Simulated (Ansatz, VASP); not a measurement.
One calculation of Al2Cu, two programs

```xyz
3
Lattice="4.0842 0.0000 0.0000 0.0000 4.0842 0.0000 0.0000 0.0000 2.8464" Properties=species:S:1:pos:R:3 pbc="T T T"
Al    2.0421    0.0000    1.4232
Al    0.0000    2.0421    1.4232
Cu    0.0000    0.0000    0.0000
```

Alike in both runs: functional PBEsol; k mesh 10 × 10 × 14; occupations gaussian, width 0.1 eV; no spin polarisation.

Ansatz relaxed the structure, and its values are those at the end. VASP's run is a single point on that final structure, the one shown.

|  | VASP | Ansatz |
| --- | --- | --- |
| version | VASP 6.6.1 | Ansatz 0.2.0 |
| potentials or method | VASP PAW PBE potentials, release 64 (Al, Cu), cutoff 520 eV | scalar-relativistic, plane waves, PAW |
| valence electrons in the cell | 17 | 25 |

|  | VASP | Ansatz | Ansatz less VASP |
| --- | --- | --- | --- |
| gap on the k mesh at the Fermi level (eV) | none | none | - |
| pressure (GPa) | 0.1 | 0.0 | -0.07 |

VASP's potentials were made for PBE, not for PBEsol. A gap of «none» marks a metal or a gap that the smearing closes. VASP's potentials hold 17 valence electrons a cell and Ansatz's 25, so a difference there can come from the potentials and not from the codes.
